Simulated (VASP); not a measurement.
Input of a VASP 6.6.1 run:

Contents of INCAR:

```
SYSTEM = GaAs
PREC     = Accurate       ! precision mode
ENCUT    = 520            ! plane-wave cutoff, eV
EDIFF    = 1E-6           ! SCF threshold, eV
ISMEAR   = 0              ! smearing method
SIGMA    = 0.1            ! smearing width, eV
LREAL    = .False.        ! projectors in reciprocal space
LASPH    = .True.         ! aspherical terms in the spheres
NELM     = 60             ! most SCF steps
ALGO     = Normal         ! electronic algorithm
ISIF     = 2              ! what is computed and relaxed
LWAVE    = .False.        ! write WAVECAR
LCHARG   = .False.        ! write CHGCAR
LDIPOL   = .True.       
IDIPOL   = 3            
DIPOL    = 0.5 0.5 0.304
GGA      = PE             ! functional
NBANDS   = 26             ! bands
```

KPOINTS

```
Automatic mesh
0
Gamma
  10 10 1
  0 0 0
```

POSCAR

```
GaAs
1.0
    5.0933730087      0.0000000000      0.0000000000
    0.0000000000      5.0933730087      0.0000000000
    0.0000000000      0.0000000000     24.6572314000
Ga As
2 2
Direct
    0.5000000000      0.0000000000      0.3125536152
    0.0000000000      0.5000000000      0.2957871898
    0.0000000000      0.0000000000      0.3041704025
    0.5000000000      0.5000000000      0.3041704025
```

Potentials or basis: VASP PAW PBE potentials, release 64 (Ga_d, As).

Command:

```sh
$ cat potpaw_PBE.64/Ga_d/POTCAR potpaw_PBE.64/As/POTCAR > POTCAR
$ mpirun -np 1 vasp_std > vasp.out
```

Task: What does it give for the largest force?

Result: 0.005 eV/Å.

Task: Estimate the band gap on the k mesh.

Result: Zero (bands 18 and 19 overlap by 1.94 eV).

Forces on the atoms (eV/Å):
```
Ga   0.000  0.000  0.005
Ga   0.000  0.000 -0.005
As   0.000  0.000  0.000
As   0.000  0.000  0.000
```
